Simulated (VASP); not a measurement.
Wanted: the native input for a VASP 6.6.1 run.

```yaml
Task: single point
Functional: PBE
Potentials_or_basis: VASP PAW PBE potentials, release 64 (Na_pv, H)
Cutoff: 520 eV
k_mesh: 6 × 6 × 4
Occupations: gaussian, width 0.01 eV
Spin: no spin polarisation
Dipole_correction: no
Further_INCAR_settings: ALGO = Normal; EDIFF = 1e-06; NBANDS = 16
```

The structure of NaH lies in POSCAR:

```
NaH
1.0
    3.9532815515      0.0000000000      0.0000000000
   -1.9766407757      3.4236422520      0.0000000000
    0.0000000000      0.0000000000      4.8282923105
Na H
2 2
Direct
    0.3333333333      0.6666666667     -0.0624996804
    0.6666666667      0.3333333333      0.4375003196
    0.3333333333      0.6666666667      0.4374996804
    0.6666666667      0.3333333333      0.9374996804
```

The input as run:

INCAR

```
SYSTEM = NaH
PREC = Accurate
ENCUT = 520
EDIFF = 1E-6
ISMEAR = 0
SIGMA = 0.01
LREAL = .False.
LASPH = .True.
NELM = 80
ALGO = Normal
ISIF = 2
LWAVE = .False.
LCHARG = .False.
GGA = PE
NBANDS = 16
```

KPOINTS

```
regular mesh
0
Gamma
  6 6 4
  0 0 0
```

Potentials or basis: VASP PAW PBE potentials, release 64 (Na_pv, H).

Launch:

```bash
$ cat potpaw_PBE.64/Na_pv/POTCAR potpaw_PBE.64/H/POTCAR > POTCAR
$ mpirun -np 1 vasp_std > vasp.out
```

It gave:

- Pressure: 0.3 GPa
- Band gap on the k mesh: 3.33 eV, indirect (least direct gap 4.24 eV)

It took 16 s on 1 thread of Intel(R) Xeon(R) Platinum 8488C (Sapphire Rapids), with other jobs on the host, peak memory 0.17 GiB.
